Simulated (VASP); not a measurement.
# CrO2 (P4_2/mnm) in VASP: relaxation of shape and atoms at fixed volume with r2SCAN

Aim: the relaxation of shape and atoms at fixed volume of CrO2 with r2SCAN.

Program: VASP 6.6.1. These are calculated values, not measurements. Logs are shortened: lines on timing, memory, paths and dates and some standing lists are left out, and cuts for length are marked.

## 1. The cell of the first run

Symmetry: P4_2/mnm, No. 136, tetragonal system. The conventional cell has a = 4.388 Å, b = 4.388 Å, c = 2.893 Å, α = 90.00°, β = 90.00°, γ = 90.00°. Cr (site symmetry mmm) has 6 O at 1.88 to 1.89 Å within 2.5 Å. Within 2.5 Å of O (site symmetry m2m) lie 3 Cr at 1.88 to 1.89 Å and 1 O at 2.44 Å.

## 2. Relaxation of shape and atoms at fixed volume, r2SCAN, collinear spin, ferromagnetic start (9.29 Å³/atom)

Contents of POSCAR:

```
CrO2
1.0
    4.3883926213      0.0000000000      0.0000000000
    0.0000000000      4.3883926213      0.0000000000
    0.0000000000      0.0000000000      2.8933050925
Cr O
2 4
Direct
    0.0000000000      0.0000000000      0.0000000000
    0.5000000000      0.5000000000      0.5000000000
    0.3032200065      0.3032200065      0.0000000000
    0.1967799935      0.8032200065      0.5000000000
    0.6967799935      0.6967799935      0.0000000000
    0.8032200065      0.1967799935      0.5000000000
```

Contents of INCAR.step1:

```
SYSTEM = CrO2
PREC = Accurate
ENCUT = 660
ISMEAR = 0
SIGMA = 0.05
LREAL = .False.
LASPH = .True.
NELM = 200
ISPIN = 2
MAGMOM = 2.05 2.05 0 0 0 0
LMAXMIX = 4
GGA = PE
ALGO = Normal
EDIFF = 1E-5
LWAVE = .True.
LCHARG = .False.
GGA_COMPAT = .False.
IBRION = 2
ISIF = 3
EDIFFG = -0.005
NELMIN = 4
NSW = 100
KPAR = 4
```

Contents of INCAR.step2:

```
SYSTEM = CrO2
PREC = Accurate
ENCUT = 660
EDIFF = 1E-7
ISMEAR = 0
SIGMA = 0.05
LREAL = .False.
LASPH = .True.
NELM = 200
ALGO = Normal
ISIF = 4
LWAVE = .False.
LCHARG = .False.
ISPIN = 2
MAGMOM = 2.05 2.05 0 0 0 0
LORBIT = 11
LMAXMIX = 4
METAGGA = R2SCAN
LMIXTAU = .True.
IBRION = 2
NSW = 60
EDIFFG = -0.04
ISTART = 1
GGA_COMPAT = .False.
NELMIN = 4
KPAR = 4
```

Contents of KPOINTS:

```
Automatic mesh
0
Gamma
  6 6 10
  0 0 0
```

Potentials or basis: VASP PAW PBE potentials, release 64 (Cr_pv, O).

Launch:

```sh
$ cat potpaw_PBE.64/Cr_pv/POTCAR potpaw_PBE.64/O/POTCAR > POTCAR
$ cp INCAR.step1 INCAR
$ mpirun -np 4 vasp_std > vasp.out
$ cp INCAR.step2 INCAR
$ mpirun -np 4 vasp_std > vasp.out
```

OUTCAR:

```text
SYSTEM = CrO2
   PREC = Accurate
   ENCUT = 660
   EDIFF = 1E-7
   ISMEAR = 0
   LREAL = .False.
   LASPH = .True.
   NELM = 200
   ISIF = 4
   ISPIN = 2
   LORBIT = 11
   METAGGA = R2SCAN
   IBRION = 2
   NSW = 60
   EDIFFG = -0.04
   ISTART = 1
   NELMIN = 4

 ion  position               nearest neighbor table
   1  0.000  0.000  0.000-   3 1.88   5 1.88   4 1.89   6 1.89   4 1.89   6 1.89
   2  0.500  0.500  0.500-   4 1.88   6 1.88   5 1.89   3 1.89   3 1.89   5 1.89
   3  0.303  0.303  0.000-   1 1.88   2 1.89   2 1.89
   4  0.197  0.803  0.500-   2 1.88   1 1.89   1 1.89
   5  0.697  0.697  0.000-   1 1.88   2 1.89   2 1.89
   6  0.803  0.197  0.500-   2 1.88   1 1.89   1 1.89

  LATTYP: Found a simple tetragonal cell.
 ALAT       =     4.3883926213
 C/A-ratio  =     0.6593086221

  Lattice vectors:

 A1 = (   4.3883926213,   0.0000000000,   0.0000000000)
 A2 = (   0.0000000000,   4.3883926213,   0.0000000000)
 A3 = (   0.0000000000,   0.0000000000,   2.8933050925)

Analysis of symmetry for initial positions (statically):
=====================================================================
 Subroutine PRICEL returns:
 Original cell was already a primitive cell.

 Routine SETGRP: Setting up the symmetry group for a
 simple tetragonal supercell.

 Subroutine GETGRP returns: Found 16 space group operations
 (whereof  8 operations were pure point group operations)
 out of a pool of 16 trial point group operations.

The static configuration has the point symmetry D_2h.
 The point group associated with its full space group is D_4h.

Analysis of symmetry for dynamics (positions and initial velocities):
=====================================================================
 Subroutine PRICEL returns:
 Original cell was already a primitive cell.

 Routine SETGRP: Setting up the symmetry group for a
 simple tetragonal supercell.

 Subroutine GETGRP returns: Found 16 space group operations
 (whereof  8 operations were pure point group operations)
 out of a pool of 16 trial point group operations.

The dynamic configuration has the point symmetry D_2h.
 The point group associated with its full space group is D_4h.

Analysis of structural, dynamic, and magnetic symmetry:
=====================================================================
 Subroutine PRICEL returns:
 Original cell was already a primitive cell.

 Routine SETGRP: Setting up the symmetry group for a
 simple tetragonal supercell.

 Subroutine GETGRP returns: Found 16 space group operations
 (whereof  8 operations were pure point group operations)
 out of a pool of 16 trial point group operations.

The overall configuration has the point symmetry D_2h.
 The point group associated with its full space group is D_4h.

 Subroutine INISYM returns: Found 16 space group operations
 (whereof  8 operations are pure point group operations),
 and found     1 'primitive' translations

----------------------------------------------------------------------------------------

                                     Primitive cell

  volume of cell :      55.7192

  direct lattice vectors                    reciprocal lattice vectors
     4.388392621  0.000000000  0.000000000     0.227873868  0.000000000  0.000000000
     0.000000000  4.388392621  0.000000000     0.000000000  0.227873868  0.000000000
     0.000000000  0.000000000  2.893305092     0.000000000  0.000000000  0.345625493

  length of vectors
     4.388392621  4.388392621  2.893305092     0.227873868  0.227873868  0.345625493

  position of ions in fractional coordinates (direct lattice)
     0.000000000  0.000000000  0.000000000
     0.500000000  0.500000000  0.500000000
     0.303220006  0.303220006  0.000000000
     0.196779994  0.803220006  0.500000000
     0.696779994  0.696779994  0.000000000
     0.803220006  0.196779994  0.500000000
[... 127 lines left out ...]
  ext. energy  EPLUGINS =         0.00000000
  ---------------------------------------------------
  free energy    TOTEN  =       -67.14538313 eV

  energy without entropy =      -67.14414850  energy(sigma->0) =      -67.14476581

------------------------ aborting loop because EDIFF is reached ----------------------------------------

  FORCE on cell =-STRESS in cart. coord.  units (eV):
  Direction    XX          YY          ZZ          XY          YZ          ZX
  --------------------------------------------------------------------------------------
  -------------------------------------------------------------------------------------
  Total        1.3820807      1.3820807      2.0886198     -0.0000000      0.0000000      0.0000000
  in kB       39.7409996     39.7409996     60.0571585     -0.0000000      0.0000000      0.0000000
  external PRESSURE =      46.5130525 kB  Pullay stress =       0.0000000 kB

 VOLUME and BASIS-vectors are now :
 -----------------------------------------------------------------------------
  energy-cutoff  :      660.00
  volume of cell :       55.72
      direct lattice vectors                 reciprocal lattice vectors
     4.388392621  0.000000000  0.000000000     0.227873868  0.000000000  0.000000000
     0.000000000  4.388392621  0.000000000     0.000000000  0.227873868  0.000000000
     0.000000000  0.000000000  2.893305092     0.000000000  0.000000000  0.345625493

 POSITION                                       TOTAL-FORCE (eV/Angst)
 -----------------------------------------------------------------------------------
      0.00000      0.00000      0.00000        -0.000000      0.000000     -0.000000
      2.19420      2.19420      1.44665        -0.000000      0.000000     -0.000000
      1.33065      1.33065      0.00000        -0.080185     -0.080185     -0.000000
      0.86355      3.52484      1.44665         0.080185     -0.080185     -0.000000
      3.05774      3.05774      0.00000         0.080185      0.080185      0.000000
      3.52484      0.86355      1.44665        -0.080185      0.080185      0.000000
 -----------------------------------------------------------------------------------
    total drift:                                0.000000      0.000000     -0.000000

  FREE ENERGIE OF THE ION-ELECTRON SYSTEM (eV)
  ---------------------------------------------------
  free  energy   TOTEN  =       -67.1453831274 eV

  energy  without entropy=      -67.1441484967  energy(sigma->0) =      -67.14476581

--------------------------------------- Ionic step        2  -------------------------------------------

 number of electron      47.9999998 magnetization       4.0000000

 Free energy of the ion-electron system (eV)
  ---------------------------------------------------
  ext. energy  EPLUGINS =         0.00000000
  ---------------------------------------------------
  free energy    TOTEN  =       -67.14761212 eV

  energy without entropy =      -67.14646196  energy(sigma->0) =      -67.14703704

 E-fermi :   5.5636     XC(G=0): -12.8655

 val. band max:        5.5579983477   @ k =   0.3333   0.3333   0.4000
 cond. band min:       5.5771056798   @ k =   0.1667   0.1667   0.5000
 fundamental gap:      0.0191073320
 Fermi energy:         5.5635966017

 spin component 1

 k-point     1 :       0.0000    0.0000    0.0000
  band No.  band energies     occupation
      1     -41.0901      1.00000
      2     -41.0901      1.00000
      3     -40.9704      1.00000
      4     -40.9704      1.00000
      5     -40.8940      1.00000
      6     -40.8777      1.00000
[... 781 lines left out ...]
     29       6.0216      0.00000
     30       6.0216      0.00000

 [... further k-points ...]

 spin component 2

 k-point     1 :       0.0000    0.0000    0.0000
  band No.  band energies     occupation
      1     -38.3369      1.00000
      2     -38.3369      1.00000
      3     -38.0134      1.00000
      4     -38.0134      1.00000
      5     -37.7290      1.00000
      6     -37.7083      1.00000
[... 781 lines left out ...]
     29       9.7129      0.00000
     30       9.7129      0.00000

 [... further k-points ...]

------------------------ aborting loop because EDIFF is reached ----------------------------------------

  FORCE on cell =-STRESS in cart. coord.  units (eV):
  Direction    XX          YY          ZZ          XY          YZ          ZX
  --------------------------------------------------------------------------------------
  -------------------------------------------------------------------------------------
  Total        1.4875092      1.4875092      1.5039259     -0.0000000      0.0000000      0.0000000
  in kB       42.7725405     42.7725405     43.2445949     -0.0000000      0.0000000      0.0000000
  external PRESSURE =      42.9298920 kB  Pullay stress =       0.0000000 kB

 VOLUME and BASIS-vectors are now :
 -----------------------------------------------------------------------------
  energy-cutoff  :      660.00
  volume of cell :       55.72
      direct lattice vectors                 reciprocal lattice vectors
     4.380098320  0.000000000  0.000000000     0.228305377  0.000000000  0.000000000
    -0.000000000  4.380098320  0.000000000     0.000000000  0.228305377  0.000000000
     0.000000000  0.000000000  2.904273186     0.000000000  0.000000000  0.344320226

 POSITION                                       TOTAL-FORCE (eV/Angst)
 -----------------------------------------------------------------------------------
      4.38010      0.00000      2.90427        -0.000000     -0.000000      0.000000
      2.19005      2.19005      1.45214        -0.000000     -0.000000      0.000000
      1.32427      1.32427      2.90427         0.014733      0.014733     -0.000000
      0.86578      3.51432      1.45214        -0.014733      0.014733     -0.000000
      3.05583      3.05583      0.00000        -0.014733     -0.014733      0.000000
      3.51432      0.86578      1.45214         0.014733     -0.014733      0.000000
 -----------------------------------------------------------------------------------
    total drift:                               -0.000000     -0.000000     -0.000000

  FREE ENERGIE OF THE ION-ELECTRON SYSTEM (eV)
  ---------------------------------------------------
  free  energy   TOTEN  =       -67.1476121185 eV

  energy  without entropy=      -67.1464619641  energy(sigma->0) =      -67.14703704

 reached required accuracy - stopping structural energy minimisation

 total charge

# of ion       s       p       d       tot
------------------------------------------
    1        0.659   6.480   3.991  11.130
    2        0.659   6.480   3.991  11.130
    3        1.574   3.510   0.000   5.084
    4        1.574   3.510   0.000   5.084
    5        1.574   3.510   0.000   5.084
    6        1.574   3.510   0.000   5.084
--------------------------------------------------
tot          7.616  26.998   7.983  42.597

 magnetization (x)

# of ion       s       p       d       tot
------------------------------------------
    1        0.167   0.035   2.134   2.336
    2        0.167   0.035   2.134   2.336
    3       -0.003  -0.115   0.000  -0.118
    4       -0.003  -0.115   0.000  -0.118
    5       -0.003  -0.115   0.000  -0.118
    6       -0.003  -0.115   0.000  -0.118
--------------------------------------------------
tot          0.322  -0.390   4.268   4.200
```

Wall time 6.5 min (4 MPI ranks of Intel Xeon 6975P-C (Granite Rapids), shared host); peak memory 0.38 GiB.

What came out:

```
Free energy                                           : -67.1476 eV
Energy gained by relaxing                             : 0.4 meV/atom
Ionic steps                                           : 2
Pressure after relaxing                               : 4.3 GPa
Largest force after relaxing                          : 0.021 eV/Å
Band gap on the k mesh                                : zero (filled and empty bands overlap)
Net moment                                            : 4.00 μB per cell
Site moments                                          : Cr +2.34; O -0.12 μB
Valence electrons inside the program's atomic spheres : Cr 11.13; O 5.08
```

Forces on the atoms (eV/Å):
```
Cr   0.000  0.000  0.000
Cr   0.000  0.000  0.000
O    0.015  0.015  0.000
O   -0.015  0.015  0.000
O   -0.015 -0.015  0.000
O    0.015 -0.015  0.000
```

The path:
```csv
step,energy change (eV),largest force (eV/Å),pressure (GPa),volume (Å³)
1,0.0000,0.1134,4.65,55.72
2,-0.0022,0.0208,4.29,55.72
```

Final structure:
```yaml
crystal:
  lattice:
    - [4.38010, 0.00000, 0.00000]
    - [0.00000, 4.38010, 0.00000]
    - [0.00000, 0.00000, 2.90427]
  atoms:
    - { symbol: Cr, position: [0.00000, 0.00000, 0.00000] }
    - { symbol: Cr, position: [0.50000, 0.50000, 0.50000] }
    - { symbol: O, position: [0.30234, 0.30234, 0.00000] }
    - { symbol: O, position: [0.19766, 0.80234, 0.50000] }
    - { symbol: O, position: [0.69766, 0.69766, 0.00000] }
    - { symbol: O, position: [0.80234, 0.19766, 0.50000] }
```

Levels at points of the mesh, in eV from the Fermi level:
Spin up:
```
           k point  band 22  band 23  band 24  band 25  band 26  band 27  band 28  band 29  band 30
(0.00, 0.00, 0.00)    -1.37    -1.37    -1.34    -1.10    -1.10    -0.44     0.44     1.29     1.52
(0.50, 0.00, 0.00)    -1.51    -1.06    -1.06    -0.45    -0.45     0.39     0.39     0.46     0.46
(0.50, 0.50, 0.00)    -2.07    -1.80    -1.80    -1.34    -1.34     0.42     0.42     1.04     1.04
(0.00, 0.00, 0.50)    -2.69    -1.10    -1.10     0.07     0.07     0.44     0.44     0.73     0.73
(0.50, 0.00, 0.50)    -1.83    -1.60    -1.60    -1.07    -1.07     0.44     0.44     1.00     1.00
(0.50, 0.50, 0.50)    -1.67    -1.10    -1.10    -0.12    -0.12    -0.04    -0.04     0.44     0.44
```
Spin down:
| k point | band 20 | band 21 | band 22 | band 23 | band 24 | band 25 |
| --- | --- | --- | --- | --- | --- | --- |
| (0.00, 0.00, 0.00) | -1.45 | -1.45 | -1.01 | 1.71 | 1.74 | 2.06 |
| (0.50, 0.00, 0.00) | -2.96 | -1.85 | -1.85 | 2.42 | 2.42 | 2.74 |
| (0.50, 0.50, 0.00) | -2.65 | -2.27 | -2.27 | 1.74 | 1.74 | 2.10 |
| (0.00, 0.00, 0.50) | -3.78 | -2.68 | -2.68 | 2.42 | 2.42 | 2.99 |
| (0.50, 0.00, 0.50) | -3.20 | -2.21 | -2.21 | 1.48 | 1.48 | 3.03 |
| (0.50, 0.50, 0.50) | -2.51 | -1.70 | -1.70 | 2.05 | 2.05 | 2.86 |

Caveat: the PAW data sets were made with another functional, which shifts forces and pressure a little; semilocal functionals often make such compounds metallic where correlation or magnetic order opens a gap, which also shifts bond lengths; only a ferromagnetic start was run, and an antiferromagnetic order may lie lower in energy.
